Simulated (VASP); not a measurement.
Wanted: the native input for a VASP 6.6.1 run.

| Quantity | Value |
| --- | --- |
| Task | single point |
| Functional | PBE |
| Potentials or basis | VASP PAW PBE potentials, release 64 (Na_pv, Rh_pv) |
| Cutoff | 520 eV |
| k mesh | 6 × 6 × 2 |
| Occupations | gaussian, width 0.1 eV |
| Spin | no spin polarisation |
| Dipole correction | no |
| Further INCAR settings | ALGO = Normal; EDIFF = 1e-06; NBANDS = 22 |

The structure of Na2Rh lies in POSCAR:

```
Na2Rh
1.0
    3.5497516600      0.0000000000      0.0000000000
   -1.7748758300      3.0741751100      0.0000000000
    0.0000000000      0.0000000000      8.1904765400
Na Rh
2 1
Direct
    0.6666666700      0.3333333300      0.6897748500
    0.3333333300      0.6666666700      0.3102251500
    0.0000000000      0.0000000000      0.0000000000
```

The cell was built from a structure type or drawn by symmetry, and may not be a known phase.

These files were run (other wordings do the same):

INCAR

```
SYSTEM = Na2Rh
PREC     = Accurate       ! precision mode
ENCUT    = 520            ! plane-wave cutoff, eV
EDIFF    = 1E-6           ! SCF threshold, eV
ISMEAR   = 0              ! smearing method
SIGMA    = 0.1            ! smearing width, eV
LREAL    = .FALSE.        ! projectors in reciprocal space
LASPH    = .TRUE.         ! aspherical terms in the spheres
NELM     = 60             ! most SCF steps
ALGO     = Normal         ! electronic algorithm
ISIF     = 2              ! what is computed and relaxed
LWAVE    = .FALSE.        ! write WAVECAR
LCHARG   = .FALSE.        ! write CHGCAR
GGA      = PE             ! functional
NBANDS   = 22             ! bands
```

KPOINTS

```
Automatic mesh
0
G
  6 6 2
  0 0 0
```

Potentials or basis: VASP PAW PBE potentials, release 64 (Na_pv, Rh_pv).

Command:

```sh
$ cat potpaw_PBE.64/Na_pv/POTCAR potpaw_PBE.64/Rh_pv/POTCAR > POTCAR
$ mpirun -np 1 vasp_std > vasp.out
```

Results of the run:

```
Pressure               : -6.0 GPa
Largest force          : 0.657 eV/Å
Band gap on the k mesh : zero (an odd number of electrons rules out a gap without spin polarisation)
```

Caveat: the k points lie up to 0.38 Å⁻¹ apart, too coarse for converged energies and pressures of a metal.

Wall time 42 s on 1 thread of Intel Xeon 8259CL, with other jobs on the host, peak memory 0.22 GiB.
